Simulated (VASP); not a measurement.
Ti, 1 atom in the cell. It takes space group Pm-3m (No. 221, cubic). The conventional cell has a = 2.744 Å, b = 2.744 Å, c = 2.744 Å, α = 90.00°, β = 90.00°, γ = 90.00°. Ti (site symmetry m-3m) has 6 Ti at 2.74 Å within 3.6 Å.  This cell differs from its parent crystal: volume scaled by 1.08.

* Program: VASP 6.6.1
* Task: single point
* Functional: BLYP
* Potentials or basis: VASP PAW PBE potentials, release 64 (Ti_sv)
* Cutoff: 520 eV
* k mesh: 13 × 13 × 13
* Occupations: fermi-dirac, width 0.1 eV
* Spin: no spin polarisation
* Dipole correction: no
* Further INCAR settings: ALGO = Normal; EDIFF = 1e-06; NBANDS = 12

Potentials or basis: VASP PAW PBE potentials, release 64 (Ti_sv).

Launch:

```sh
$ cat potpaw_PBE.64/Ti_sv/POTCAR > POTCAR
$ mpirun -np 1 vasp_std > vasp.out
```

Hardware: 1 thread of Intel Xeon 6975P-C, on a shared host.

Estimate the wall time of this run.

It took 14 s on 1 thread of Intel Xeon 6975P-C, on a shared host, peak memory 0.13 GiB. Counts: scf iterations 12, k points 84.
